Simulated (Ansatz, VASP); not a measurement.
## Two plane-wave programs on Cr

```xyz
8
Lattice="4.5779 0.0000 0.0000 0.0000 4.5779 0.0000 0.0000 0.0000 4.5779" Properties=species:S:1:pos:R:3 pbc="T T T"
Cr    0.0000    0.0000    0.0000
Cr    2.2890    2.2890    2.2890
Cr    1.1445    0.0000    2.2890
Cr    3.4334    0.0000    2.2890
Cr    2.2890    1.1445    0.0000
Cr    2.2890    3.4334    0.0000
Cr    0.0000    2.2890    1.1445
Cr    0.0000    2.2890    3.4334
```

Alike in both runs: task relaxation of cell and atoms; functional revPBE; k mesh 6 × 6 × 6; occupations fermi-dirac, width 0.1 eV; no spin polarisation.

```csv
,VASP,Ansatz
version,VASP 6.6.1,Ansatz 0.2.0
potentials or method,"VASP PAW PBE potentials, release 64 (Cr_pv), cutoff 600 eV","plane waves (420 eV) with PAW, scalar-relativistic"
valence electrons in the cell,96,112
```

|  | VASP | Ansatz | Ansatz less VASP |
| --- | --- | --- | --- |
| relaxed volume (Å³/atom) | 11.87 | 11.89 | +0.018 |
| relaxed cell length with the largest relative difference (Å) | 4.562 | 4.565 | +0.0023 |

VASP's potentials were made for PBE, not for revPBE. VASP's potentials hold 96 valence electrons a cell and Ansatz's 112, so a difference there can come from the potentials and not from the codes.
